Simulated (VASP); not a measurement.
A run of VASP 6.6.1 is set up as follows.

INCAR

```
SYSTEM = YAu
  PREC = Accurate
  ENCUT = 520
  EDIFF = 1E-6
  ISMEAR = -1
  SIGMA = 0.08
  LREAL = .FALSE.
  LASPH = .TRUE.
  NELM = 150
  ALGO = Normal
  ISIF = 2
  LWAVE = .FALSE.
  LCHARG = .FALSE.
  ISPIN = 2
  MAGMOM = 0.1 0
  LORBIT = 11
  NUPDOWN = 0.1
  LMAXMIX = 4
  GGA = CA
  NBANDS = 22
```

KPOINTS

```
Automatic mesh
0
G
  9 9 9
  0 0 0
```

The input POSCAR:

```
YAu
1.0
    3.5590000000      0.0000000000      0.0000000000
    0.0000000000      3.5590000000      0.0000000000
    0.0000000000      0.0000000000      3.5590000000
Y Au
1 1
Direct
    0.5000000000      0.5000000000      0.5000000000
    0.0000000000      0.0000000000      0.0000000000
```

Potentials or basis: VASP PAW LDA potentials, release 64 (Y_sv, Au).

The run is started by

```sh
$ cat potpaw_LDA.64/Y_sv/POTCAR potpaw_LDA.64/Au/POTCAR > POTCAR
$ mpirun -np 1 vasp_std > vasp.out
```

Question: Estimate the pressure.

Answer: -3.5 GPa.

Caveat: the cell stands under tension; the total moment is fixed, so each spin has its own Fermi level.
